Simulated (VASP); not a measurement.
NaMg2Cl5, 24 atoms in the cell. The cell holds an amorphous packing of atoms, 24 atoms: a = 8.493 Å, b = 8.385 Å, c = 8.438 Å, α = 89.37°, β = 86.00°, γ = 91.90°. 

```yaml
Program: VASP 6.6.1
Task: single point
Functional: PBE
Potentials_or_basis: VASP PAW PBE potentials, release 64 (Na_pv, Cl, Mg)
Cutoff: 520 eV
k_mesh: 1 × 1 × 1
Occupations: fermi-dirac, width 0.1379 eV
Spin: no spin polarisation
Dipole_correction: no
Further_INCAR_settings: LREAL = Auto; ALGO = Normal; EDIFF = 1e-06; NBANDS = 87; ISYM = 0
```

Potentials or basis: VASP PAW PBE potentials, release 64 (Na_pv, Cl, Mg).

Launch:

```sh
$ cat potpaw_PBE.64/Na_pv/POTCAR potpaw_PBE.64/Cl/POTCAR potpaw_PBE.64/Mg/POTCAR > POTCAR
$ mpirun -np 1 vasp_gam > vasp.out
```

Hardware: 1 thread of Intel(R) Xeon(R) Platinum 8259CL CPU @ 2.50GHz (Skylake/Cascade Lake), on a shared host.

Estimate the wall time of this run.

It took 81 s on 1 thread of Intel(R) Xeon(R) Platinum 8259CL CPU @ 2.50GHz (Skylake/Cascade Lake), with other jobs on the host, peak memory 0.53 GiB. Counts: scf iterations 17, k points 1.
